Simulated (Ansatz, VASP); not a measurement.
One calculation of P, two programs

```
P
1.0
     2.47924    0.00000    0.00000
     0.00000    2.47924    0.00000
     0.00000    0.00000    2.47924
P
1
Direct
  0.00000 0.00000 0.00000
```

Alike in both runs: task single point; functional PBEsol; k mesh 15 × 15 × 15; occupations fermi-dirac, width 0.1 eV; no spin polarisation.

|  | VASP | Ansatz |
| --- | --- | --- |
| version | VASP 6.6.1 | Ansatz 0.2.0 |
| potentials or method | VASP PAW PBE potentials, release 64 (P), cutoff 500 eV | plane waves (420 eV) with PAW, scalar-relativistic |
| valence electrons in the cell | 5 | 5 |

VASP gave:

```
pressure (GPa) : -7.3
```

Problem. Which values does Ansatz return?

Solution. Pressure (GPa): -7.4.

VASP's potentials were made for PBE, not for PBEsol, and Ansatz warns of the same on its side.
